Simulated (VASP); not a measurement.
Here is a VASP 6.6.1 calculation.

INCAR

```
SYSTEM = HfB
ALGO     = Normal         ! electronic algorithm
EDIFF    = 1E-8           ! SCF threshold, eV
ENCUT    = 500            ! plane-wave cutoff, eV
GGA      = PE             ! functional
GGA_COMPAT= .FALSE.      
IBRION   = 6              ! ionic algorithm
ISIF     = 3              ! what is computed and relaxed
ISMEAR   = -1             ! smearing method
LASPH    = .TRUE.         ! aspherical terms in the spheres
LCHARG   = .FALSE.        ! write CHGCAR
LREAL    = .FALSE.        ! projectors in reciprocal space
LWAVE    = .FALSE.        ! write WAVECAR
NBANDS   = 14             ! bands
NELM     = 120            ! most SCF steps
NFREE    = 2            
NSW      = 1              ! ionic steps
POTIM    = 0.015          ! step
PREC     = Accurate       ! precision mode
SIGMA    = 0.15           ! smearing width, eV
```

The input KPOINTS:

```
k-points
0
G
  16 16 16
  0 0 0
```

File POSCAR:

```
HfB
1.0
    0.0000000000      2.3752645417      2.3752645417
    2.3752645417      0.0000000000      2.3752645417
    2.3752645417      2.3752645417      0.0000000000
Hf B
1 1
Direct
    0.5000000000      0.5000000000      0.5000000000
    0.0000000000      0.0000000000      0.0000000000
```

Potentials or basis: VASP PAW PBE potentials, release 64 (Hf_pv, B).

Run with:

```sh
$ cat potpaw_PBE.64/Hf_pv/POTCAR potpaw_PBE.64/B/POTCAR > POTCAR
$ mpirun -np 1 vasp_std > vasp.out
```

Task: What does it give for the elastic constants C11, C12, C44?

Result: 468, 67, 57 GPa.

Task: What does it give for the Voigt bulk modulus?

Result: 201 GPa.

Task: Predict the highest phonon frequency at Γ.

Result: 491 cm⁻¹.

Elastic tensor in Voigt notation (GPa, in the Cartesian axes of the cell as first typed):
```
468  67  67   0   0   0
 67 468  67   0   0   0
 67  67 468   0   0   0
  0   0   0  57   0   0
  0   0   0   0  57   0
  0   0   0   0   0  57
```

Caveat: the cell is under stress, which shifts elastic constants.
